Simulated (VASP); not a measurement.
# W (Fmmm) in VASP: relaxation of cell and atoms with PBE

Aim: the relaxation of cell and atoms of W with PBE.

All numbers are computed with VASP 6.6.1; they aren't measurements. Logs are shortened: lines on timing, memory, paths and dates and some standing lists are left out, and cuts for length are marked.

### 1 The cell of the first run

Symmetry: Fmmm, No. 69, orthorhombic system. Conventional cell: a = 3.376 Å, b = 4.375 Å, c = 4.428 Å, α = 90.00°, β = 90.00°, γ = 90.00°. Within 3.6 Å of W (site symmetry mmm) lie 14 W at 2.76 to 3.38 Å.

### 2 Relaxation of cell and atoms, PBE

INCAR reads:

```
SYSTEM = W
ALGO = Normal
EDIFF = 1E-7
EDIFFG = -0.01
ENCUT = 500
GGA = PE
GGA_COMPAT = .False.
IBRION = 2
ISIF = 3
ISMEAR = 0
LASPH = .True.
LCHARG = .False.
LREAL = .False.
LWAVE = .False.
NELM = 120
NELMIN = 4
NSW = 100
PREC = Accurate
SIGMA = 0.1
```

KPOINTS reads:

```
k-points
0
Gamma
  24 24 24
  0 0 0
```

POSCAR reads:

```
W
1.0
    0.0000000000      2.1875796400      2.2139034000
    1.6881542600      0.0000000000      2.2139034000
    1.6881542600      2.1875796400      0.0000000000
W
1
Direct
    0.0000000000      0.0000000000      0.0000000000
```

Potentials or basis: VASP PAW PBE potentials, release 64 (W_sv).

On the command line:

```sh
> cat potpaw_PBE.64/W_sv/POTCAR > POTCAR
> mpirun -np 1 vasp_std > vasp.out
```

OUTCAR:

```text
SYSTEM = W
   EDIFF = 1E-7
   EDIFFG = -0.01
   ENCUT = 500
   GGA = PE
   IBRION = 2
   ISIF = 3
   ISMEAR = 0
   LASPH = .True.
   LREAL = .False.
   NELM = 120
   NELMIN = 4
   NSW = 100
   PREC = Accurate

 ion  position               nearest neighbor table
   1  0.000  0.000  0.000-

  LATTYP: Found a face centered orthorhombic cell.
 ALAT       =     3.3763085200
 B/A-ratio  =     1.2958410803
 C/A-ratio  =     1.3114342998

  Lattice vectors:

 A1 = (   0.0000000000,   2.1875796400,   2.2139034000)
 A2 = (   1.6881542600,   0.0000000000,   2.2139034000)
 A3 = (   1.6881542600,   2.1875796400,   0.0000000000)

Analysis of symmetry for initial positions (statically):
=====================================================================
 Subroutine PRICEL returns:
 Original cell was already a primitive cell.

 Routine SETGRP: Setting up the symmetry group for a
 face centered orthorhombic supercell.

 Subroutine GETGRP returns: Found  8 space group operations
 (whereof  8 operations were pure point group operations)
 out of a pool of  8 trial point group operations.

The static configuration has the point symmetry D_2h.

Analysis of symmetry for dynamics (positions and initial velocities):
=====================================================================
 Subroutine PRICEL returns:
 Original cell was already a primitive cell.

 Routine SETGRP: Setting up the symmetry group for a
 face centered orthorhombic supercell.

 Subroutine GETGRP returns: Found  8 space group operations
 (whereof  8 operations were pure point group operations)
 out of a pool of  8 trial point group operations.

The dynamic configuration has the point symmetry D_2h.

 Subroutine INISYM returns: Found  8 space group operations
 (whereof  8 operations are pure point group operations),
 and found     1 'primitive' translations

----------------------------------------------------------------------------------------

                                     Primitive cell

  volume of cell :      16.3518

  direct lattice vectors                    reciprocal lattice vectors
     0.000000000  2.187579640  2.213903400    -0.296181464  0.228563107  0.225845446
     1.688154260  0.000000000  2.213903400     0.296181464 -0.228563107  0.225845446
     1.688154260  2.187579640  0.000000000     0.296181464  0.228563107 -0.225845446

  length of vectors
     3.112374165  2.784103639  2.763217235     0.437001967  0.437001967  0.437001967

  position of ions in fractional coordinates (direct lattice)
     0.000000000  0.000000000  0.000000000

  ion indices of the primitive-cell ions
   primitive index   ion index
                 1           1

----------------------------------------------------------------------------------------

 KPOINTS: k-points

Automatic generation of k-mesh.
 Grid dimensions read from file:
 generate k-points for:   24   24   24

 Generating k-lattice:

  Cartesian coordinates                     Fractional coordinates (reciprocal lattice)
    -0.012340894  0.009523463  0.009410227     0.041666667 -0.000000000  0.000000000
     0.012340894 -0.009523463  0.009410227    -0.000000000  0.041666667  0.000000000
     0.012340894  0.009523463 -0.009410227     0.000000000  0.000000000  0.041666667

  Length of vectors
     0.018208415  0.018208415  0.018208415

  Shift w.r.t. Gamma in fractional coordinates (k-lattice)
     0.000000000  0.000000000  0.000000000

 Subroutine IBZKPT returns following result:
 ===========================================

 Found   1963 irreducible k-points:

 Following reciprocal coordinates:
            Coordinates               Weight
  0.000000  0.000000  0.000000      1.000000
  0.041667  0.000000 -0.000000      8.000000
  0.083333  0.000000 -0.000000      8.000000
  0.125000  0.000000 -0.000000      8.000000
  0.166667  0.000000 -0.000000      8.000000
  0.208333  0.000000 -0.000000      8.000000
[... 16 lines left out ...]
  0.416667  0.041667 -0.000000      8.000000
  0.458333  0.041667 -0.000000      8.000000
 [... further k-points ...]
   k-points           NKPTS =   1963   k-points in BZ     NKDIM =   1963   number of bands    NBANDS=     11
   number of dos      NEDOS =    301   number of ions     NIONS =      1
   total plane-waves  NPLWV =   9600
   dimension x,y,z NGX =    24 NGY =   20 NGZ =   20
   dimension x,y,z NGXF=    48 NGYF=   40 NGZF=   40
   ions per type =               1
   NGX,Y,Z   is equivalent  to a cutoff of  12.82, 11.94, 12.03 a.u.
   NGXF,Y,Z  is equivalent  to a cutoff of  25.64, 23.89, 24.07 a.u.
 SYSTEM =  W
   PREC   = accura    normal or accurate (medium, high low for compatibility)
   ISTART =      0    job   : 0-new  1-cont  2-samecut
   ICHARG =      2    charge: 1-file 2-atom 10-const
   ISPIN  =      1    spin polarized calculation?
   LNONCOLLINEAR =      F non collinear calculations
   LSORBIT =      F    spin-orbit coupling
   LASPH  =      T    aspherical Exc in radial PAW
   ENCUT  =  500.0 eV  36.75 Ry    6.06 a.u.   5.67  5.08  5.04*2*pi/ulx,y,z
   NELM   =    120;   NELMIN=  4; NELMDL= -5     # of ELM steps
   EDIFF  = 0.1E-06   stopping-criterion for ELM
   LREAL  =      F    real-space projection
   EDIFFG = -.1E-01   stopping-criterion for IOM
   NSW    =    100    number of steps for IOM
   IBRION =      2    ionic relax: 0-MD 1-quasi-New 2-CG
   NFREE  =      1    steps in history (QN), initial steepest desc. (CG)
   ISIF   =      3    stress and relaxation
   ISYM   =      2    0-nonsym 1-usesym 2-fastsym
   POTIM  = 0.5000    time-step for ionic-motion
   TEBEG  =    0.0;   TEEND  =   0.0 temperature during run
   PSTRESS=    0.0 pullay stress
   NELECT =      14.0000    total number of electrons
   NUPDOWN=      -1.0000    fix difference up-down
   EMIN   =  10.00;   EMAX   =-10.00  energy-range for DOS
   EFERMI =   0.00;   METHOD = LEGACY
   ISMEAR =     0;   SIGMA  =   0.10  broadening in eV -4-tet -1-fermi 0-gaus
   EFERMI_NEDOS =   21; number of points for ismear=-14 and -15
   IALGO  =     38    algorithm
   IMIX   =      4    mixing-type and parameters
     AMIX     =   0.40;   BMIX     =  1.00
     AMIX_MAG =   1.60;   BMIX_MAG =  1.00
  volume/ion in A,a.u.               =      16.35       110.35
  Fermi-wavevector in a.u.,A,eV,Ry     =   1.554519  2.937614 32.878865  2.416528
  Thomas-Fermi vector in A             =   2.658593
   LORBIT       =      0    0 simple, 1 ext, 2 COOP (PROOUT), +10 PAW based schemes
   GGA     = PE    functional components
   LHFCALC =     F    Hartree Fock is set to
   AEXX    =    0.0000 exact exchange contribution
   IVDW    =     0    specifies the selected vdW correction
   LEPSILON=     F    determine dielectric tensor
   LRPA    =     F    only Hartree local field effects (RPA)
 conjugate gradient relaxation of ions
 non-spin polarized calculation
 Gauss-broadening in eV      SIGMA  =   0.10
  energy-cutoff  :      500.00
  volume of cell :       16.35
 maximum number of plane-waves:       432
   NGX = 11   NGY = 11   NGZ = 11

--------------------------------------- Ionic step        1  -------------------------------------------

 number of electron      13.9999998 magnetization

 Free energy of the ion-electron system (eV)
  ---------------------------------------------------
  ext. energy  EPLUGINS =         0.00000000
  ---------------------------------------------------
  free energy    TOTEN  =       -12.88948330 eV

  energy without entropy =      -12.88720592  energy(sigma->0) =      -12.88834461

------------------------ aborting loop because EDIFF is reached ----------------------------------------

  FORCE on cell =-STRESS in cart. coord.  units (eV):
  Direction    XX          YY          ZZ          XY          YZ          ZX
  --------------------------------------------------------------------------------------
  -------------------------------------------------------------------------------------
  Total       -1.7454997      0.6353583      0.3289745      0.0000000      0.0000000      0.0000000
  in kB     -171.0274021     62.2536199     32.2335559      0.0000000      0.0000000      0.0000000
  external PRESSURE =     -25.5134088 kB  Pullay stress =       0.0000000 kB
[... 195 lines left out ...]
  energy  without entropy=      -12.9552665735  energy(sigma->0) =      -12.95621603

--------------------------------------- Ionic step        7  -------------------------------------------

 number of electron      14.0000001 magnetization

 Free energy of the ion-electron system (eV)
  ---------------------------------------------------
  ext. energy  EPLUGINS =         0.00000000
  ---------------------------------------------------
  free energy    TOTEN  =       -12.95716989 eV

  energy without entropy =      -12.95527124  energy(sigma->0) =      -12.95622056

 E-fermi :  11.1976     XC(G=0): -13.5316

 val. band max:       11.1965151072   @ k =  -0.4167   0.0417   0.0417
 cond. band min:      11.1978737745   @ k =   0.5000   0.0417   0.4583
 fundamental gap:      0.0013586672
 Fermi energy:        11.1976153442

 k-point     1 :       0.0000    0.0000    0.0000
  band No.  band energies     occupation
      1     -63.0487      2.00000
      2     -26.6385      2.00000
      3     -26.6381      2.00000
      4     -26.6379      2.00000
      5       1.6350      2.00000
      6       9.9636      2.00000
      7       9.9651      2.00000
      8       9.9680      2.00000
      9      13.3759      0.00000
     10      13.3806      0.00000
     11      25.6335      0.00000
[... 309 lines left out ...]
 k-point    24 :       0.4583    0.0417   -0.0000
  band No.  band energies     occupation
      1     -62.9299      2.00000
      2     -27.7970      2.00000
      3     -27.0233      2.00000
      4     -26.6528      2.00000
      5       5.0864      2.00000
      6       7.7726      2.00000
      7      11.0970      1.84534
      8      13.3020      0.00000
      9      14.2084      0.00000
     10      16.7239      0.00000
     11      22.3829      0.00000

 [... further k-points ...]

------------------------ aborting loop because EDIFF is reached ----------------------------------------

  FORCE on cell =-STRESS in cart. coord.  units (eV):
  Direction    XX          YY          ZZ          XY          YZ          ZX
  --------------------------------------------------------------------------------------
  -------------------------------------------------------------------------------------
  Total       -0.0054042     -0.0000880      0.0027592     -0.0000000      0.0000000      0.0000000
  in kB       -0.5357037     -0.0087267      0.2735155     -0.0000000      0.0000000      0.0000000
  external PRESSURE =      -0.0903050 kB  Pullay stress =       0.0000000 kB
[... 16 lines left out ...]
  FREE ENERGIE OF THE ION-ELECTRON SYSTEM (eV)
  ---------------------------------------------------
  free  energy   TOTEN  =       -12.9571698901 eV

  energy  without entropy=      -12.9552712375  energy(sigma->0) =      -12.95622056

 reached required accuracy - stopping structural energy minimisation
```

It took 34 min on 1 thread of Oxide Virtual Turin-like, shared host; peak memory 0.42 GiB.

What came out:

- Free energy: -12.9572 eV
- Relaxed volume: 16.16 Å³/atom
- Relaxed cell: a = 3.185 Å, b = 2.759 Å, c = 2.759 Å, α = 70.52°, β = 54.74°, γ = 54.74°
- Space group after relaxing (to 0.1 Å): Im-3m (No. 229)
- Energy gained by relaxing: 67.7 meV/atom
- Ionic steps: 7
- Pressure after relaxing: 0.0 GPa
- Band gap on the k mesh: zero (bands 7 and 8 overlap by 6.22 eV)

Step by step:
| step | energy change (eV) | largest force (eV/Å) | pressure (GPa) | volume (Å³) |
| --- | --- | --- | --- | --- |
| 1 | 0.0000 | 0.0000 | -2.55 | 16.35 |
| 2 | -0.0430 | 0.0000 | 9.99 | 15.68 |
| 3 | -0.0633 | 0.0000 | 4.86 | 15.92 |
| 4 | -0.0356 | 0.0000 | -11.61 | 16.85 |
| 5 | -0.0677 | 0.0000 | -0.10 | 16.17 |
| 6 | -0.0677 | 0.0000 | 0.04 | 16.16 |
| 7 | -0.0677 | 0.0000 | -0.01 | 16.16 |

Final structure:
```cif
data_structure
_symmetry_space_group_name_H-M 'P 1'
_symmetry_Int_Tables_number 1
_cell_length_a 3.1852
_cell_length_b 2.7587
_cell_length_c 2.7588
_cell_angle_alpha 70.521
_cell_angle_beta 54.737
_cell_angle_gamma 54.742
_cell_volume 16.16
loop_
_atom_site_label
_atom_site_type_symbol
_atom_site_fract_x
_atom_site_fract_y
_atom_site_fract_z
_atom_site_occupancy
W1 W 0.00000 0.00000 0.00000 1
```

Levels at points of the mesh, in eV from the Fermi level:
```tsv
k point	band 3	band 4	band 5	band 6	band 7	band 8	band 9	band 10	band 11
(0.00, 0.00, 0.00)	-37.84	-37.84	-9.56	-1.23	-1.23	-1.23	2.18	2.18	14.44
(0.50, 0.00, 0.00)	-38.23	-37.84	-6.18	-3.51	0.58	2.06	3.02	5.94	10.73
(0.50, 0.50, 0.00)	-38.23	-37.84	-6.18	-3.51	0.58	2.07	3.02	5.94	10.74
(0.50, 0.00, 0.50)	-38.23	-37.84	-6.18	-3.51	0.58	2.07	3.02	5.94	10.73
(0.00, 0.50, 0.50)	-38.68	-38.68	-5.71	-5.71	4.99	4.99	4.99	8.05	8.06
```

Caveat: spin-orbit coupling is left out, which moves the levels of the heavy elements.
